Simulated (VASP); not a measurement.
A run of VASP 6.6.1 is set up as follows.

Contents of INCAR:

```
ALGO = Normal
EDIFF = 1E-6
ENCUT = 520
GGA = PE
ISIF = 2
ISMEAR = 0
LASPH = True
LCHARG = False
LREAL = False
LWAVE = False
NBANDS = 10
NELM = 60
PREC = Accurate
SIGMA = 0.1
```

Contents of KPOINTS:

```
k-points
0
Gamma
  12 12 12
```

POSCAR

```
Cs
1.0
    5.0889046350      0.0000000000      0.0000000000
    0.0000000000      5.0889046350      0.0000000000
    0.0000000000      0.0000000000      5.0889046350
Cs
1
Direct
    0.5000000000      0.5000000000      0.5000000000
```

Potentials or basis: VASP PAW PBE potentials, release 64 (Cs_sv).

Command:

```sh
$ cat potpaw_PBE.64/Cs_sv/POTCAR > POTCAR
$ mpirun -np 1 vasp_std > vasp.out
```

**Question.** Predict the pressure.

**Answer.** 0.0 GPa.

**Question.** Estimate the band gap on the k mesh.

**Answer.** Zero (an odd number of electrons rules out a gap without spin polarisation).

Caveat: spin-orbit coupling is left out, which moves the levels of the heavy elements.
